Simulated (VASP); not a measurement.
A run of VASP 6.6.1 is set up as follows.

The input INCAR:

```
SYSTEM = Si
PREC = Accurate
ENCUT = 520
EDIFF = 1E-7
ISMEAR = 0
SIGMA = 0.03
LREAL = .FALSE.
LASPH = .TRUE.
NELM = 80
ALGO = Normal
ISIF = 2
LWAVE = .FALSE.
LCHARG = .TRUE.
GGA = PE
LELF = .TRUE.
LVHAR = .TRUE.
NBANDS = 26
```

The input KPOINTS:

```
Automatic mesh
0
G
  10 10 6
  0 0 0
```

The input POSCAR:

```
Si
1.0
    7.0339052071     -1.9559643326      0.0238396596
    7.0339052071      1.9559643326      0.0238396596
   -0.7382917970      0.0000000000      6.1723077119
Si
8
Direct
    0.0556621665      0.0556621665      0.8741221558
    0.9443378335      0.9443378335      0.1258778442
    0.5592302857      0.5592302857      0.6536328742
    0.4407697143      0.4407697143      0.3463671258
    0.2128935591      0.2128935591      0.0570686657
    0.7871064409      0.7871064409      0.9429313343
    0.7270257696      0.7270257696      0.5855965457
    0.2729742304      0.2729742304      0.4144034543
```

Potentials or basis: VASP PAW PBE potentials, release 64 (Si).

Launch:

```bash
$ cat potpaw_PBE.64/Si/POTCAR > POTCAR
$ mpirun -np 1 vasp_std > vasp.out
```

(1) Predict the pressure.

(2) Estimate the band gap on the k mesh.

(3) Predict the largest force.

Results:

(1) 0.1 GPa.

(2) 0.14 eV (least direct gap 0.33 eV).

(3) 0.378 eV/Å.

Caveat: the cell differs from its parent crystal (atoms displaced along a vibrational mode, the cell strained).
